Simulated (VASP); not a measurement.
The system is PtS2.

```
Pt S
1.0
     3.54320    0.00000    0.00000
    -1.77160    3.06850    0.00000
     0.00000    0.00000    5.03880
Pt S
1 2
Cartesian
  0.0000 0.0000 0.0000
  0.0000 2.0457 1.2597
  1.7716 1.0228 3.7791
```

| Quantity | Value |
| --- | --- |
| Program | VASP 6.6.1 |
| Task | relaxation of cell and atoms |
| Functional | PBEsol |
| Potentials or basis | VASP PAW PBE potentials, release 64 (Pt, S) |
| Cutoff | 600 eV |
| k mesh | 12 × 12 × 8 |
| Occupations | gaussian, width 0.02 eV |
| Spin | no spin polarisation |

At the start: pressure -3.0 GPa; volume 18.26 Å³/atom.

Q: How do energy, volume and symmetry change on relaxing?

A: Over 19 steps the energy falls by 11.2 meV/atom and the volume is 17.71 Å³/atom (-3.0 %); space group P-3m1 (No. 164, to 0.1 Å) before and after.

Step by step:
```
step  energy change (eV)  largest force (eV/Å)  pressure (GPa)  volume (Å³)
   1              0.0000                0.5927           -3.05        54.78
   2              0.0131                0.4770            6.62        52.07
   3             -0.0209                0.1466            0.91        53.56
   4             -0.0309                0.0518            0.24        53.86
   5             -0.0326                0.0061           -0.17        54.05
   6             -0.0326                0.0032           -0.14        54.04
   7             -0.0326                0.0354            0.14        53.92
   8             -0.0326                0.0268            0.06        53.95
   9             -0.0327                0.0292            0.06        53.92
  10             -0.0328                0.0364            0.04        53.81
  11             -0.0330                0.0510            0.02        53.60
  12             -0.0331                0.0379           -0.06        53.57
  13             -0.0333                0.0006           -0.32        53.48
  14             -0.0333                0.0008           -0.26        53.42
  15             -0.0335                0.0007           -0.09        53.24
  16             -0.0334                0.0006            0.26        52.88
  17             -0.0335                0.0008            0.03        53.12
  18             -0.0335                0.0005            0.02        53.13
  19             -0.0335                0.0012            0.02        53.12
```

Final structure:
```xyz
3
Lattice="3.5657 0.0000 0.0000 -1.7829 3.0880 0.0000 0.0000 0.0000 4.8241" Properties=species:S:1:pos:R:3 pbc="T T T"
Pt   -1.7829    3.0880    4.8241
S     0.0000    2.0587    1.1984
S     1.7829    1.0293    3.6257
```

Caveat: the PAW data sets were made with another functional, which shifts forces and pressure a little.
